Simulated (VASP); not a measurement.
# FeCo (Pm-3m) in VASP: single point with PBE

Aim: the single point of FeCo with PBE.

All numbers are computed with VASP 6.6.1; they aren't measurements. Logs are shortened: lines on timing, memory, paths and dates and some standing lists are left out, and cuts for length are marked.

### 1 The cell of the first run

It takes space group Pm-3m (No. 221, cubic). Conventional cell: a = 2.857 Å, b = 2.857 Å, c = 2.857 Å, α = 90.00°, β = 90.00°, γ = 90.00°. Within 3.3 Å of Fe (site symmetry m-3m) lie 8 Co at 2.47 Å and 6 Fe at 2.86 Å. Within 3.3 Å of Co (site symmetry m-3m) lie 8 Fe at 2.47 Å and 6 Co at 2.86 Å.

### 2 Single point, PBE, collinear spin, ferrimagnetic start

INCAR reads:

```
SYSTEM = FeCo
ALGO = Normal ; EDIFF = 1E-6
ENCUT = 600 ; GGA = PE
GGA_COMPAT = .False. ; ISIF = 2
ISMEAR = -1 ; ISPIN = 2
LASPH = .True. ; LCHARG = .False.
LMAXMIX = 4 ; LORBIT = 11
LREAL = .False. ; LWAVE = .False.
MAGMOM = 3.5 -2.5 ; NBANDS = 20
NELM = 200 ; PREC = Accurate
SIGMA = 0.01
```

KPOINTS reads:

```
Automatic mesh
0
Gamma
  10 10 10
  0.5 0.5 0.5
```

POSCAR reads:

```
FeCo
1.0
    2.8570000000      0.0000000000      0.0000000000
    0.0000000000      2.8570000000      0.0000000000
    0.0000000000      0.0000000000      2.8570000000
Fe Co
1 1
Direct
    0.5000000000      0.5000000000      0.5000000000
    0.0000000000      0.0000000000      0.0000000000
```

Potentials or basis: VASP PAW PBE potentials, release 64 (Fe, Co).

The run is started by

```bash
$ cat potpaw_PBE.64/Fe/POTCAR potpaw_PBE.64/Co/POTCAR > POTCAR
$ mpirun -np 1 vasp_std > vasp.out
```

OUTCAR:

```text
SYSTEM = FeCo
   EDIFF = 1E-6
   ENCUT = 600
   GGA = PE
   ISIF = 2
   ISMEAR = -1
   ISPIN = 2
   LASPH = .True.
   LORBIT = 11
   LREAL = .False.
   NELM = 200
   PREC = Accurate

 ion  position               nearest neighbor table
   1  0.500  0.500  0.500-   2 2.47   2 2.47   2 2.47   2 2.47   2 2.47   2 2.47   2 2.47   2 2.47

   2  0.000  0.000  0.000-   1 2.47   1 2.47   1 2.47   1 2.47   1 2.47   1 2.47   1 2.47   1 2.47

  LATTYP: Found a simple cubic cell.
 ALAT       =     2.8570000000

  Lattice vectors:

 A1 = (   2.8570000000,   0.0000000000,   0.0000000000)
 A2 = (   0.0000000000,   2.8570000000,   0.0000000000)
 A3 = (   0.0000000000,   0.0000000000,   2.8570000000)

Analysis of symmetry for initial positions (statically):
=====================================================================
 Subroutine PRICEL returns:
 Original cell was already a primitive cell.

 Routine SETGRP: Setting up the symmetry group for a
 simple cubic supercell.

 Subroutine GETGRP returns: Found 48 space group operations
 (whereof 48 operations were pure point group operations)
 out of a pool of 48 trial point group operations.

The static configuration has the point symmetry O_h .

Analysis of symmetry for dynamics (positions and initial velocities):
=====================================================================
 Subroutine PRICEL returns:
 Original cell was already a primitive cell.

 Routine SETGRP: Setting up the symmetry group for a
 simple cubic supercell.

 Subroutine GETGRP returns: Found 48 space group operations
 (whereof 48 operations were pure point group operations)
 out of a pool of 48 trial point group operations.

The dynamic configuration has the point symmetry O_h .

Analysis of structural, dynamic, and magnetic symmetry:
=====================================================================
 Subroutine PRICEL returns:
 Original cell was already a primitive cell.

 Routine SETGRP: Setting up the symmetry group for a
 simple cubic supercell.

 Subroutine GETGRP returns: Found 48 space group operations
 (whereof 48 operations were pure point group operations)
 out of a pool of 48 trial point group operations.

The overall configuration has the point symmetry O_h .

 Subroutine INISYM returns: Found 48 space group operations
 (whereof 48 operations are pure point group operations),
 and found     1 'primitive' translations

----------------------------------------------------------------------------------------

                                     Primitive cell

  volume of cell :      23.3201

  direct lattice vectors                    reciprocal lattice vectors
     2.857000000  0.000000000  0.000000000     0.350017501  0.000000000  0.000000000
     0.000000000  2.857000000  0.000000000     0.000000000  0.350017501  0.000000000
     0.000000000  0.000000000  2.857000000     0.000000000  0.000000000  0.350017501

  length of vectors
     2.857000000  2.857000000  2.857000000     0.350017501  0.350017501  0.350017501

  position of ions in fractional coordinates (direct lattice)
     0.500000000  0.500000000  0.500000000
     0.000000000  0.000000000  0.000000000

  ion indices of the primitive-cell ions
   primitive index   ion index
                 1           1
                 2           2

----------------------------------------------------------------------------------------

 KPOINTS: Automatic mesh

Automatic generation of k-mesh.
 Grid dimensions read from file:
 generate k-points for:   10   10   10

 Generating k-lattice:

  Cartesian coordinates                     Fractional coordinates (reciprocal lattice)
     0.035001750  0.000000000  0.000000000     0.100000000  0.000000000  0.000000000
     0.000000000  0.035001750  0.000000000     0.000000000  0.100000000  0.000000000
     0.000000000  0.000000000  0.035001750     0.000000000  0.000000000  0.100000000

  Length of vectors
     0.035001750  0.035001750  0.035001750

  Shift w.r.t. Gamma in fractional coordinates (k-lattice)
     0.500000000  0.500000000  0.500000000

 Subroutine IBZKPT returns following result:
 ===========================================

 Found     35 irreducible k-points:

 Following reciprocal coordinates:
            Coordinates               Weight
  0.050000  0.050000  0.050000      8.000000
  0.150000  0.050000  0.050000     24.000000
  0.250000  0.050000  0.050000     24.000000
  0.350000  0.050000  0.050000     24.000000
  0.450000  0.050000  0.050000     24.000000
  0.150000  0.150000  0.050000     24.000000
[... 16 lines left out ...]
  0.350000  0.350000  0.150000     24.000000
  0.450000  0.350000  0.150000     48.000000
 [... further k-points ...]
   k-points           NKPTS =     35   k-points in BZ     NKDIM =     35   number of bands    NBANDS=     20
   number of dos      NEDOS =    301   number of ions     NIONS =      2
   total plane-waves  NPLWV =  13824
   dimension x,y,z NGX =    24 NGY =   24 NGZ =   24
   dimension x,y,z NGXF=    48 NGYF=   48 NGZF=   48
   ions per type =               1   1
   NGX,Y,Z   is equivalent  to a cutoff of  13.97, 13.97, 13.97 a.u.
   NGXF,Y,Z  is equivalent  to a cutoff of  27.93, 27.93, 27.93 a.u.
 SYSTEM =  FeCo
   PREC   = accura    normal or accurate (medium, high low for compatibility)
   ISTART =      0    job   : 0-new  1-cont  2-samecut
   ICHARG =      2    charge: 1-file 2-atom 10-const
   ISPIN  =      2    spin polarized calculation?
   LNONCOLLINEAR =      F non collinear calculations
   LSORBIT =      F    spin-orbit coupling
   LASPH  =      T    aspherical Exc in radial PAW
   ENCUT  =  600.0 eV  44.10 Ry    6.64 a.u.   5.71  5.71  5.71*2*pi/ulx,y,z
   NELM   =    200;   NELMIN=  2; NELMDL= -5     # of ELM steps
   EDIFF  = 0.1E-05   stopping-criterion for ELM
   LREAL  =      F    real-space projection
   EDIFFG = 0.1E-04   stopping-criterion for IOM
   NSW    =      0    number of steps for IOM
   IBRION =     -1    ionic relax: 0-MD 1-quasi-New 2-CG
   NFREE  =      0    steps in history (QN), initial steepest desc. (CG)
   ISIF   =      2    stress and relaxation
   ISYM   =      2    0-nonsym 1-usesym 2-fastsym
   POTIM  = 0.5000    time-step for ionic-motion
   TEBEG  =    0.0;   TEEND  =   0.0 temperature during run
   PSTRESS=    0.0 pullay stress
   NELECT =      17.0000    total number of electrons
   NUPDOWN=      -1.0000    fix difference up-down
   EMIN   =  10.00;   EMAX   =-10.00  energy-range for DOS
   EFERMI =   0.00;   METHOD = LEGACY
   ISMEAR =    -1;   SIGMA  =   0.01  broadening in eV -4-tet -1-fermi 0-gaus
   EFERMI_NEDOS =   21; number of points for ismear=-14 and -15
   IALGO  =     38    algorithm
   IMIX   =      4    mixing-type and parameters
     AMIX     =   0.40;   BMIX     =  1.00
     AMIX_MAG =   1.60;   BMIX_MAG =  1.00
  volume/ion in A,a.u.               =      11.66        78.69
  Fermi-wavevector in a.u.,A,eV,Ry     =   1.473378  2.784281 29.536115  2.170843
  Thomas-Fermi vector in A             =   2.588279
   LORBIT       =     11    0 simple, 1 ext, 2 COOP (PROOUT), +10 PAW based schemes
   GGA     = PE    functional components
   LHFCALC =     F    Hartree Fock is set to
   AEXX    =    0.0000 exact exchange contribution
   IVDW    =     0    specifies the selected vdW correction
   LEPSILON=     F    determine dielectric tensor
   LRPA    =     F    only Hartree local field effects (RPA)
 spin polarized calculation
  energy-cutoff  :      600.00
  volume of cell :       23.32
 maximum number of plane-waves:       790
 NGX is ok and might be reduce to    24
   NGX = 11   NGY = 11   NGZ = 11

 number of electron      16.9999995 magnetization       0.0501611

 number of electron      16.9999995 magnetization      -0.3123310

 Free energy of the ion-electron system (eV)
  ---------------------------------------------------
  ext. energy  EPLUGINS =         0.00000000
  ---------------------------------------------------
  free energy    TOTEN  =       -14.25001259 eV

  energy without entropy =      -14.24763467  energy(sigma->0) =      -14.24882363

 E-fermi :   7.4437     XC(G=0): -13.0027

 val. band max:        7.4393763265   @ k =   0.4500   0.2500   0.2500
 cond. band min:       7.4467521236   @ k =   0.1500   0.0500   0.0500
 fundamental gap:      0.0073757970
 Fermi energy:         7.4436926549

 spin component 1

 k-point     1 :       0.0500    0.0500    0.0500
  band No.  band energies     occupation
      1      -0.7884      1.00000
      2       3.6624      1.00000
      3       3.6624      1.00000
      4       5.7432      1.00000
      5       5.7432      1.00000
      6       5.8625      1.00000
[... 12 lines left out ...]
     19      31.3978      0.00000
     20      32.3026      0.00000

 k-point     2 :       0.1500    0.0500    0.0500
  band No.  band energies     occupation
      1      -0.3925      1.00000
      2       3.7988      1.00000
      3       3.8282      1.00000
      4       5.6848      1.00000
      5       5.7309      1.00000
      6       6.0196      1.00000
[... 12 lines left out ...]
     19      30.6721      0.00000
     20      31.9889      0.00000
[... 465 lines left out ...]
      3       4.8651      1.00000
      4       5.0379      1.00000
      5       5.4411      1.00000
      6       5.4925      1.00000
[... 12 lines left out ...]
     19      31.8871      0.00000
     20      33.5704      0.00000

 k-point    24 :       0.4500    0.3500    0.1500
  band No.  band energies     occupation
      1       3.3958      1.00000
      2       3.6865      1.00000
      3       4.8065      1.00000
      4       4.8721      1.00000
      5       5.7302      1.00000
      6       5.9264      1.00000
[... 12 lines left out ...]
     19      32.1445      0.00000
     20      32.9559      0.00000

 [... further k-points ...]

 spin component 2

 k-point     1 :       0.0500    0.0500    0.0500
  band No.  band energies     occupation
      1      -0.7994      1.00000
      2       3.2309      1.00000
      3       3.2309      1.00000
      4       5.4600      1.00000
      5       5.4600      1.00000
      6       5.5503      1.00000
[... 12 lines left out ...]
     19      31.4080      0.00000
     20      32.3206      0.00000

 k-point     2 :       0.1500    0.0500    0.0500
  band No.  band energies     occupation
      1      -0.4039      1.00000
      2       3.3703      1.00000
      3       3.3774      1.00000
      4       5.4042      1.00000
      5       5.4311      1.00000
      6       5.6507      1.00000
[... 12 lines left out ...]
     19      30.6753      0.00000
     20      32.0062      0.00000
[... 465 lines left out ...]
      3       4.6595      1.00000
      4       4.7974      1.00000
      5       4.9559      1.00000
      6       5.2327      1.00000
[... 12 lines left out ...]
     19      31.8842      0.00000
     20      33.5875      0.00000

 k-point    24 :       0.4500    0.3500    0.1500
  band No.  band energies     occupation
      1       3.2677      1.00000
      2       3.4893      1.00000
      3       4.5960      1.00000
      4       4.6652      1.00000
      5       5.1966      1.00000
      6       5.8815      1.00000
[... 12 lines left out ...]
     19      32.1200      0.00000
     20      32.9770      0.00000

 [... further k-points ...]

------------------------ aborting loop because EDIFF is reached ----------------------------------------

  FORCE on cell =-STRESS in cart. coord.  units (eV):
  Direction    XX          YY          ZZ          XY          YZ          ZX
  --------------------------------------------------------------------------------------
  -------------------------------------------------------------------------------------
  Total       -2.1293639     -2.1293639     -2.1293639      0.0000000      0.0000000     -0.0000000
  in kB     -146.2950882   -146.2950882   -146.2950882      0.0000000      0.0000000     -0.0000000
  external PRESSURE =    -146.2950882 kB  Pullay stress =       0.0000000 kB

 VOLUME and BASIS-vectors are now :
 -----------------------------------------------------------------------------
  energy-cutoff  :      600.00
  volume of cell :       23.32
      direct lattice vectors                 reciprocal lattice vectors
     2.857000000  0.000000000  0.000000000     0.350017501  0.000000000  0.000000000
     0.000000000  2.857000000  0.000000000     0.000000000  0.350017501  0.000000000
     0.000000000  0.000000000  2.857000000     0.000000000  0.000000000  0.350017501

 POSITION                                       TOTAL-FORCE (eV/Angst)
 -----------------------------------------------------------------------------------
      1.42850      1.42850      1.42850         0.000000      0.000000      0.000000
      0.00000      0.00000      0.00000         0.000000      0.000000      0.000000
 -----------------------------------------------------------------------------------
    total drift:                                0.000000      0.000000     -0.000000

  FREE ENERGIE OF THE ION-ELECTRON SYSTEM (eV)
  ---------------------------------------------------
  free  energy   TOTEN  =       -14.2500125905 eV

  energy  without entropy=      -14.2476346724  energy(sigma->0) =      -14.24882363

 total charge

# of ion       s       p       d       tot
------------------------------------------
    1        0.450   0.487   6.233   7.170
    2        0.482   0.487   7.209   8.177
--------------------------------------------------
tot          0.931   0.974  13.442  15.347

 magnetization (x)

# of ion       s       p       d       tot
------------------------------------------
    1        0.009   0.016   0.947   0.973
    2       -0.025  -0.016  -1.245  -1.286
--------------------------------------------------
tot         -0.015   0.000  -0.298  -0.313
```

Run time: 2.4 min. Hardware: 1 thread of Intel Xeon Platinum 8488C (Sapphire Rapids), shared host; peak memory 0.17 GiB.

Results:

| Item | Value |
| --- | --- |
| Free energy | -14.2500 eV |
| Pressure | -14.6 GPa |
| Net moment | -0.31 μB per cell |
| Site moments | Fe +0.97; Co -1.29 μB |
| Valence electrons inside the program's atomic spheres | Fe 7.17; Co 8.18 |

Caveat: the cell stands under tension.
